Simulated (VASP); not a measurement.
Wanted: the native input for a VASP 6.6.1 run.

* Task: single point
* Functional: PBE
* Potentials or basis: VASP PAW PBE potentials, release 64 (Ba_sv)
* Cutoff: 520 eV
* k mesh: 8 × 8 × 8
* Occupations: tetrahedron
* Spin: no spin polarisation
* Dipole correction: no
* Further INCAR settings: ALGO = Normal; EDIFF = 1e-06; NBANDS = 11

The structure of Ba lies in POSCAR:

```
Ba
1.0
    4.4265321699      0.0000000000      0.0000000000
   -1.4755107230      4.1733745528      0.0000000000
   -1.4755107230     -2.0866872757      3.6142483827
Ba
1
Direct
    0.0000000000      0.0000000000      0.0000000000
```

These files were run (other wordings do the same):

INCAR

```
SYSTEM = Ba
PREC = Accurate
ENCUT = 520
EDIFF = 1E-6
ISMEAR = -5
SIGMA = 0.05
LREAL = .False.
LASPH = .True.
NELM = 100
ALGO = Normal
ISIF = 2
LWAVE = .False.
LCHARG = .False.
GGA = PE
NBANDS = 11
```

KPOINTS

```
regular mesh
0
Gamma
  8 8 8
  0 0 0
```

Potentials or basis: VASP PAW PBE potentials, release 64 (Ba_sv).

Command:

```bash
$ cat potpaw_PBE.64/Ba_sv/POTCAR > POTCAR
$ mpirun -np 1 vasp_std > vasp.out
```

It gave:

```
Pressure               : -0.3 GPa
Band gap on the k mesh : zero (band 5 reaches 1.93 eV, above the bottom of band 6 at 0.99 eV)
```

Caveat: spin-orbit coupling is left out, which moves the levels of the heavy elements; tetrahedron occupations give inexact forces and stress in metals.

It took 35 s on 1 thread of Intel Xeon 8259CL, on a shared host, peak memory 0.2 GiB.
